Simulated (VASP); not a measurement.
Wanted: the native input for a VASP 6.6.1 run.

| Property | Result |
| --- | --- |
| Task | single point |
| Functional | PBE |
| Potentials or basis | VASP PAW PBE potentials, release 64 (Rb_sv, Zn) |
| Cutoff | 520 eV |
| k mesh | 7 × 7 × 7 |
| Occupations | methfessel-paxton, width 0.1 eV |
| Spin | no spin polarisation |
| Dipole correction | no |
| Further INCAR settings | ALGO = Fast; EDIFF = 1e-06; NBANDS = 28 |

The structure of Rb3Zn lies in POSCAR:

```
Rb3Zn
1.0
   -3.1396880000      3.1396880000      6.3175350000
    3.1396880000     -3.1396880000      6.3175350000
    3.1396880000      3.1396880000     -6.3175350000
Rb Zn
3 1
Direct
    0.5000000000      0.5000000000      0.0000000000
    0.2500000000      0.7500000000      0.5000000000
    0.7500000000      0.2500000000      0.5000000000
    0.0000000000      0.0000000000      0.0000000000
```

These files were run (other wordings do the same):

INCAR

```
SYSTEM = Rb3Zn
PREC     = Accurate       ! precision mode
ENCUT    = 520            ! plane-wave cutoff, eV
EDIFF    = 1E-6           ! SCF threshold, eV
ISMEAR   = 1              ! smearing method
SIGMA    = 0.1            ! smearing width, eV
LREAL    = .FALSE.        ! projectors in reciprocal space
LASPH    = .TRUE.         ! aspherical terms in the spheres
NELM     = 60             ! most SCF steps
ALGO     = Fast           ! electronic algorithm
ISIF     = 2              ! what is computed and relaxed
LWAVE    = .FALSE.        ! write WAVECAR
LCHARG   = .TRUE.         ! write CHGCAR
GGA      = PE             ! functional
LELF     = .TRUE.         ! ELF
LVHAR    = .TRUE.       
NBANDS   = 28             ! bands
```

KPOINTS

```
regular mesh
0
G
  7 7 7
  0 0 0
```

Potentials or basis: VASP PAW PBE potentials, release 64 (Rb_sv, Zn).

Launch:

```sh
$ cat potpaw_PBE.64/Rb_sv/POTCAR potpaw_PBE.64/Zn/POTCAR > POTCAR
$ mpirun -np 1 vasp_std > vasp.out
```

It gave:

* Pressure: 0.1 GPa
* Band gap on the k mesh: zero (an odd number of electrons rules out a gap without spin polarisation)

It took 16 min on 1 thread of Oxide Virtual Turin-like Processor (shared host), peak memory 0.59 GiB.
